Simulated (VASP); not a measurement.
A run of VASP 6.6.1 is set up as follows.

Contents of INCAR:

```
  PREC = Accurate
  ENCUT = 600
  EDIFF = 1E-7
  ISMEAR = 0
  SIGMA = 0.15
  LREAL = False
  LASPH = True
  NELM = 80
  ALGO = Normal
  ISIF = 3
  LWAVE = False
  LCHARG = False
  GGA = PE
  IBRION = 2
  NSW = 36
  EDIFFG = -0.08
```

The input KPOINTS:

```
Automatic mesh
0
Gamma
  2 2 3
```

File POSCAR:

```
In3GaSb2N2
1.0
    6.6594677000      0.0000000000      0.0000000000
   -3.3297338500      5.7672682100      0.0000000000
    0.0000000000      0.0000000000      4.9642363900
In Ga Sb N
3 1 2 2
Direct
    0.5000000000      0.0000000000      0.5000000000
    0.0000000000      0.5000000000      0.5000000000
    0.5000000000      0.5000000000      0.5000000000
    0.0000000000      0.0000000000      0.0000000000
    0.3333333300      0.6666666700      0.5000000000
    0.6666666700      0.3333333300      0.5000000000
    0.3333333300      0.6666666700      0.0000000000
    0.6666666700      0.3333333300      0.0000000000
```

Potentials or basis: VASP PAW PBE potentials, release 64 (In_d, Ga_d, Sb, N).

Launch:

```console
$ cat potpaw_PBE.64/In_d/POTCAR potpaw_PBE.64/Ga_d/POTCAR potpaw_PBE.64/Sb/POTCAR potpaw_PBE.64/N/POTCAR > POTCAR
$ mpirun -np 1 vasp_std > vasp.out
```

(1) Predict the band gap on the k mesh.

(2) Predict the space group after relaxing (to 0.1 Å).

(3) Estimate the relaxed volume.

(4) What does it give for the relaxed cell?

Results:

(1) zero (bands 36 and 37 overlap by 0.03 eV).

(2) P6/mmm (No. 191).

(3) 40.76 Å³/atom.

(4) a = 9.581 Å, b = 9.581 Å, c = 4.102 Å, α = 90.00°, β = 90.00°, γ = 120.00°.

Caveat: the k points lie up to 0.51 Å⁻¹ apart in the final cell; the volume moved by over 15 % at a fixed basis, so the end points are rough; semilocal functionals underestimate gaps, and a narrow one can read as zero; spin-orbit coupling is left out, which moves the levels of the heavy elements.
